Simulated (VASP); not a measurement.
# Cs5O3 (Pm-3m) in VASP: further runs, part 2 of 2

VASP 6.6.1. Earlier steps stand in the parts before.

## Step 3: Single point, PBE

This run uses another cell than the first one, of 35.52 Å³/atom.

The input, INCAR:

```
PREC = Accurate
ENCUT = 520
EDIFF = 1E-7
ISMEAR = 0
SIGMA = 0.1
LREAL = F
LASPH = T
NELM = 80
ALGO = Fast
ISIF = 2
LWAVE = F
LCHARG = F
GGA = PE
NBANDS = 42
```

The input, KPOINTS:

```
regular mesh
0
Gamma
  4 4 4
```

The input, POSCAR:

```
Cs5O3
1.0
    6.5746115584      0.0000000000      0.0000000000
    0.0000000000      6.5746115584      0.0000000000
    0.0000000000      0.0000000000      6.5746115584
Cs O
5 3
Direct
    0.5000000000      0.0000000000      0.0000000000
    0.0000000000      0.5000000000      0.0000000000
    0.0000000000      0.0000000000      0.5000000000
    0.5000000000      0.5000000000      0.5000000000
    0.0000000000      0.0000000000      0.0000000000
    0.0000000000      0.5000000000      0.5000000000
    0.5000000000      0.0000000000      0.5000000000
    0.5000000000      0.5000000000      0.0000000000
```

Potentials or basis: VASP PAW PBE potentials, release 64 (Cs_sv, O).

Launch:

```sh
cat potpaw_PBE.64/Cs_sv/POTCAR potpaw_PBE.64/O/POTCAR > POTCAR
mpirun -np 1 vasp_std > vasp.out
```

OUTCAR:

```text
PREC = Accurate
   ENCUT = 520
   EDIFF = 1E-7
   ISMEAR = 0
   LREAL = F
   LASPH = T
   NELM = 80
   ISIF = 2
   GGA = PE

 ion  position               nearest neighbor table
   1  0.500  0.000  0.000-
   2  0.000  0.500  0.000-
   3  0.000  0.000  0.500-
   4  0.500  0.500  0.500-
   5  0.000  0.000  0.000-
   6  0.000  0.500  0.500-
   7  0.500  0.000  0.500-
   8  0.500  0.500  0.000-

  LATTYP: Found a simple cubic cell.
 ALAT       =     6.5746115584

  Lattice vectors:

 A1 = (   6.5746115584,   0.0000000000,   0.0000000000)
 A2 = (   0.0000000000,   6.5746115584,   0.0000000000)
 A3 = (   0.0000000000,   0.0000000000,   6.5746115584)

Analysis of symmetry for initial positions (statically):
=====================================================================
 Subroutine PRICEL returns:
 Original cell was already a primitive cell.

 Routine SETGRP: Setting up the symmetry group for a
 simple cubic supercell.

 Subroutine GETGRP returns: Found 48 space group operations
 (whereof 48 operations were pure point group operations)
 out of a pool of 48 trial point group operations.

The static configuration has the point symmetry O_h .

Analysis of symmetry for dynamics (positions and initial velocities):
=====================================================================
 Subroutine PRICEL returns:
 Original cell was already a primitive cell.

 Routine SETGRP: Setting up the symmetry group for a
 simple cubic supercell.

 Subroutine GETGRP returns: Found 48 space group operations
 (whereof 48 operations were pure point group operations)
[... 116 lines left out ...]
   IALGO  =     68    algorithm
   IMIX   =      4    mixing-type and parameters
     AMIX     =   0.40;   BMIX     =  1.00
     AMIX_MAG =   1.60;   BMIX_MAG =  1.00
  volume/ion in A,a.u.               =      35.52       239.73
  Fermi-wavevector in a.u.,A,eV,Ry     =   0.990798  1.872336 13.356564  0.981680
  Thomas-Fermi vector in A             =   2.122493
   LORBIT       =      0    0 simple, 1 ext, 2 COOP (PROOUT), +10 PAW based schemes
   GGA     = PE    functional components
   LHFCALC =     F    Hartree Fock is set to
   AEXX    =    0.0000 exact exchange contribution
   IVDW    =     0    specifies the selected vdW correction
   LEPSILON=     F    determine dielectric tensor
   LRPA    =     F    only Hartree local field effects (RPA)
 non-spin polarized calculation
 RMM-DIIS sequential band-by-band and
 Gauss-broadening in eV      SIGMA  =   0.10
  energy-cutoff  :      520.00
  volume of cell :      284.19
 maximum number of plane-waves:      7689
 NGX is ok and might be reduce to    50
   NGX = 25   NGY = 25   NGZ = 25

 number of electron      62.9999972 magnetization

 Free energy of the ion-electron system (eV)
  ---------------------------------------------------
  ext. energy  EPLUGINS =         0.00000000
  ---------------------------------------------------
  free energy    TOTEN  =       -21.20122446 eV

  energy without entropy =      -21.13515873  energy(sigma->0) =      -21.16819160

 E-fermi :   1.3868     XC(G=0):  -7.8898

 val. band max:        1.3751611254   @ k =   0.5000   0.2500   0.0000
 cond. band min:       1.3914929358   @ k =   0.2500   0.2500   0.0000
 fundamental gap:      0.0163318104
 Fermi energy:         1.3867748421

 k-point     1 :       0.0000    0.0000    0.0000
  band No.  band energies     occupation
      1     -23.9541      2.00000
      2     -21.1109      2.00000
      3     -21.1109      2.00000
      4     -21.0450      2.00000
      5     -18.8203      2.00000
      6     -13.1581      2.00000
[... 439 lines left out ...]
     41       6.0210      0.00000
     42       6.0210      0.00000

------------------------ aborting loop because EDIFF is reached ----------------------------------------

  FORCE on cell =-STRESS in cart. coord.  units (eV):
  Direction    XX          YY          ZZ          XY          YZ          ZX
  --------------------------------------------------------------------------------------
  -------------------------------------------------------------------------------------
  Total        0.0964324      0.0964324      0.0964324      0.0000000      0.0000000      0.0000000
  in kB        0.5436547      0.5436547      0.5436547      0.0000000      0.0000000      0.0000000
  external PRESSURE =       0.5436547 kB  Pullay stress =       0.0000000 kB

 VOLUME and BASIS-vectors are now :
 -----------------------------------------------------------------------------
  energy-cutoff  :      520.00
  volume of cell :      284.19
      direct lattice vectors                 reciprocal lattice vectors
     6.574611558  0.000000000  0.000000000     0.152100241  0.000000000  0.000000000
     0.000000000  6.574611558  0.000000000     0.000000000  0.152100241  0.000000000
     0.000000000  0.000000000  6.574611558     0.000000000  0.000000000  0.152100241

 POSITION                                       TOTAL-FORCE (eV/Angst)
 -----------------------------------------------------------------------------------
      3.28731      0.00000      0.00000         0.000000      0.000000      0.000000
      0.00000      3.28731      0.00000         0.000000      0.000000      0.000000
      0.00000      0.00000      3.28731         0.000000      0.000000      0.000000
      3.28731      3.28731      3.28731         0.000000      0.000000      0.000000
      0.00000      0.00000      0.00000         0.000000      0.000000      0.000000
      0.00000      3.28731      3.28731         0.000000      0.000000      0.000000
      3.28731      0.00000      3.28731         0.000000      0.000000      0.000000
      3.28731      3.28731      0.00000         0.000000      0.000000      0.000000
 -----------------------------------------------------------------------------------
    total drift:                                0.000000      0.000000      0.000000

  FREE ENERGIE OF THE ION-ELECTRON SYSTEM (eV)
  ---------------------------------------------------
  free  energy   TOTEN  =       -21.2012244586 eV

  energy  without entropy=      -21.1351587333  energy(sigma->0) =      -21.16819160
```

Run time: 3.2 min. Hardware: 1 thread of Oxide Virtual Turin-like, shared host; peak memory 0.36 GiB.

What came out:

| Property | Result |
| --- | --- |
| Free energy | -21.2012 eV |
| Pressure | 0.1 GPa |
| Band gap on the k mesh | zero (an odd number of electrons rules out a gap without spin polarisation) |

Levels at points of the mesh, in eV from the Fermi level:
| k point | band 29 | band 30 | band 31 | band 32 | band 33 | band 34 | band 35 | band 36 |
| --- | --- | --- | --- | --- | --- | --- | --- | --- |
| (0.00, 0.00, 0.00) | -0.04 | 0.04 | 0.04 | 0.04 | 0.31 | 0.31 | 0.31 | 0.93 |
| (0.50, 0.00, 0.00) | -0.09 | -0.09 | 0.01 | 0.01 | 0.38 | 1.27 | 1.30 | 1.40 |
| (0.50, 0.50, 0.00) | -0.28 | -0.19 | -0.19 | -0.03 | 1.35 | 1.44 | 1.44 | 2.34 |
| (0.50, 0.50, 0.50) | -0.49 | -0.49 | -0.32 | -0.32 | 2.41 | 2.41 | 2.41 | 3.15 |

Caveat: spin-orbit coupling is left out, which moves the levels of the heavy elements; an odd number of electrons without spin polarisation forces a metal; a magnetic or distorted state may lie lower.

## Step 4: Relaxation of cell and atoms, PBE

The input, INCAR:

```
SYSTEM = Cs5O3
PREC     = Accurate       ! precision mode
ENCUT    = 600            ! plane-wave cutoff, eV
EDIFF    = 1E-7           ! SCF threshold, eV
ISMEAR   = 0              ! smearing method
SIGMA    = 0.1            ! smearing width, eV
LREAL    = .FALSE.        ! projectors in reciprocal space
LASPH    = .TRUE.         ! aspherical terms in the spheres
NELM     = 80             ! most SCF steps
ALGO     = Fast           ! electronic algorithm
ISIF     = 3              ! what is computed and relaxed
LWAVE    = .FALSE.        ! write WAVECAR
LCHARG   = .FALSE.        ! write CHGCAR
GGA      = PE             ! functional
IBRION   = 2              ! ionic algorithm
NSW      = 90             ! ionic steps
EDIFFG   = -0.04          ! ionic threshold
```

The input, KPOINTS:

```
Automatic mesh
0
G
  4 4 4
  0 0 0
```

POSCAR, as its differences from that of step 3:

```diff
@@ -2,5 +2,5 @@
 1.0
-    6.5746115584      0.0000000000      0.0000000000
-    0.0000000000      6.5746115584      0.0000000000
-    0.0000000000      0.0000000000      6.5746115584
+    5.6499287600      0.0000000000      0.0000000000
+    0.0000000000      5.6499287600      0.0000000000
+    0.0000000000      0.0000000000      5.6499287600
 Cs O
```

Launch:

```sh
cat potpaw_PBE.64/Cs_sv/POTCAR potpaw_PBE.64/O/POTCAR > POTCAR
mpirun -np 1 vasp_std > vasp.out
```

Wall time 5.9 min (1 thread of Oxide Virtual Turin-like, shared host); peak memory 0.33 GiB.

It converged, with:

```yaml
Free_energy: -21.1212 eV
Relaxed_volume: 35.06 Å³/atom
Relaxed_cell: a = 6.546 Å, b = 6.546 Å, c = 6.546 Å, α = 90.00°, β = 90.00°, γ = 90.00°
Space_group_after_relaxing_to_0.1_Å: Pm-3m (No. 221)
Energy_gained_by_relaxing: 652.0 meV/atom
Ionic_steps: 4
Pressure_after_relaxing: 0.0 GPa
Band_gap_on_the_k_mesh: zero (an odd number of electrons rules out a gap without spin polarisation)
```

The path:
| step | energy change (eV) | largest force (eV/Å) | pressure (GPa) | volume (Å³) |
| --- | --- | --- | --- | --- |
| 1 | 0.0000 | 0.0000 | 25.29 | 180.36 |
| 2 | -5.1939 | 0.0000 | -0.69 | 290.11 |
| 3 | -5.2106 | 0.0000 | 0.37 | 275.78 |
| 4 | -5.2157 | 0.0000 | -0.02 | 280.50 |

Final structure:
```xyz
8
Lattice="6.5461 0.0000 0.0000 0.0000 6.5461 0.0000 0.0000 0.0000 6.5461" Properties=species:S:1:pos:R:3 pbc="T T T"
Cs    3.2730    0.0000    0.0000
Cs    0.0000    3.2730    0.0000
Cs    0.0000    0.0000    3.2730
Cs    3.2730    3.2730    3.2730
Cs    0.0000    0.0000    0.0000
O     0.0000    3.2730    3.2730
O     3.2730    0.0000    3.2730
O     3.2730    3.2730    0.0000
```

Levels at points of the mesh, in eV from the Fermi level:
| k point | band 28 | band 29 | band 30 | band 31 | band 32 | band 33 | band 34 | band 35 | band 36 | band 37 |
| --- | --- | --- | --- | --- | --- | --- | --- | --- | --- | --- |
| (0.00, 0.00, 0.00) | -0.04 | -0.04 | 0.05 | 0.05 | 0.05 | 0.30 | 0.30 | 0.30 | 1.00 | 1.29 |
| (0.50, 0.00, 0.00) | -0.17 | -0.09 | -0.09 | 0.01 | 0.01 | 0.37 | 1.32 | 1.33 | 1.41 | 1.41 |
| (0.50, 0.50, 0.00) | -0.44 | -0.30 | -0.20 | -0.20 | -0.03 | 1.39 | 1.45 | 1.45 | 2.37 | 3.12 |
| (0.50, 0.50, 0.50) | -0.50 | -0.50 | -0.50 | -0.33 | -0.33 | 2.44 | 2.44 | 2.44 | 3.20 | 3.20 |

Caveat: the volume moved by over 15 % at a fixed basis, so the end points are rough; spin-orbit coupling is left out, which moves the levels of the heavy elements; an odd number of electrons without spin polarisation forces a metal; a magnetic or distorted state may lie lower.

## Step 5: Single point, PBE, collinear spin, ferromagnetic start

The input, INCAR:

```
ALGO     = Normal         # electronic algorithm
EDIFF    = 1E-7           # SCF threshold, eV
ENCUT    = 520            # plane-wave cutoff, eV
GGA      = PE             # functional
ISIF     = 2              # what is computed and relaxed
ISMEAR   = 0              # smearing method
ISPIN    = 2              # spin polarisation
LASPH    = True           # aspherical terms in the spheres
LCHARG   = True           # write CHGCAR
LELF     = True           # ELF
LORBIT   = 11             # projections on sites
LREAL    = False          # projectors in reciprocal space
LVHAR    = True         
LWAVE    = False          # write WAVECAR
MAGMOM   = 0 0 0 0 0 1 1 1 # initial moments
NBANDS   = 46             # bands
NELM     = 150            # most SCF steps
PREC     = Accurate       # precision mode
SIGMA    = 0.1            # smearing width, eV
```

The input, KPOINTS:

```
k-points
0
Gamma
  4 4 4
```

POSCAR is that of step 4.

Launch:

```sh
cat potpaw_PBE.64/Cs_sv/POTCAR potpaw_PBE.64/O/POTCAR > POTCAR
mpirun -np 1 vasp_std > vasp.out
```

It took 2.2 min on 1 thread of Oxide Virtual Turin-like, shared host; peak memory 0.33 GiB.

Results (log left out):

```yaml
Free_energy: -15.9033 eV
Pressure: 25.4 GPa
Net_moment: 0.20 μB per cell
Site_moments: Cs -0.00, +0.03 (each value once); O +0.05 μB
Valence_electrons_inside_the_program's_atomic_spheres: Cs 6.75, 6.59, 6.94 (each value once); O 4.88
```

Levels at points of the mesh, in eV from the Fermi level:
Spin up:
| k point | band 28 | band 29 | band 30 | band 31 | band 32 | band 33 | band 34 | band 35 | band 36 | band 37 |
| --- | --- | --- | --- | --- | --- | --- | --- | --- | --- | --- |
| (0.00, 0.00, 0.00) | -0.18 | -0.18 | -0.10 | -0.10 | -0.10 | 0.21 | 0.21 | 0.21 | 2.73 | 2.73 |
| (0.50, 0.00, 0.00) | -0.31 | -0.13 | -0.13 | -0.02 | 0.07 | 0.07 | 1.88 | 1.88 | 2.80 | 3.72 |
| (0.50, 0.50, 0.00) | -1.33 | -1.28 | -0.23 | -0.23 | -0.13 | 1.97 | 1.97 | 3.49 | 4.02 | 4.04 |
| (0.50, 0.50, 0.50) | -1.48 | -1.48 | -1.48 | -1.38 | -1.38 | 4.25 | 4.25 | 4.25 | 4.56 | 4.56 |
Spin down:
```
           k point  band 28  band 29  band 30  band 31  band 32  band 33  band 34  band 35
(0.00, 0.00, 0.00)    -0.18    -0.18    -0.09    -0.09    -0.09     0.36     0.36     0.36
(0.50, 0.00, 0.00)    -0.25    -0.12    -0.12    -0.02     0.23     0.23     1.88     1.88
(0.50, 0.50, 0.00)    -1.21    -1.06    -0.22    -0.22     0.09     1.96     1.96     3.49
(0.50, 0.50, 0.50)    -1.47    -1.47    -1.47    -1.17    -1.17     4.25     4.25     4.25
```

Caveat: the cell stands under pressure; spin-orbit coupling is left out, which moves the levels of the heavy elements.

## Step 6: The runs side by side

```tsv
task	spin	cell	cutoff (eV)	gap on the mesh (eV)	pressure (GPa)
single point	off	a = 5.650 Å, 8 atoms	520	none	25.3
single point	off	a = 6.575 Å, 8 atoms	520	none	0.1
relaxation of cell and atoms	off	relaxed from a = 5.650 Å, 8 atoms	600	none	0.0
single point	collinear, ferromagnetic start	a = 5.650 Å, 8 atoms	520	none	25.4
```

Alike in all rows: level PBE; potentials or basis VASP PAW PBE potentials, release 64 (Cs_sv, O); k mesh 4 × 4 × 4; smearing gaussian 0.1 eV.

Caveats: spin-orbit coupling is left out, which moves the levels of the heavy elements; an odd number of electrons without spin polarisation forces a metal (at least some runs); a magnetic or distorted state may lie lower (at least some runs); the cell stands under pressure (at least some runs); the volume moved by over 15 % at a fixed basis, so the end points are rough (at least some runs).

Absolute energies hang on the potentials; compare differences alone.

The gap in the log of VASP goes by the Fermi energy; the results here count the filled bands.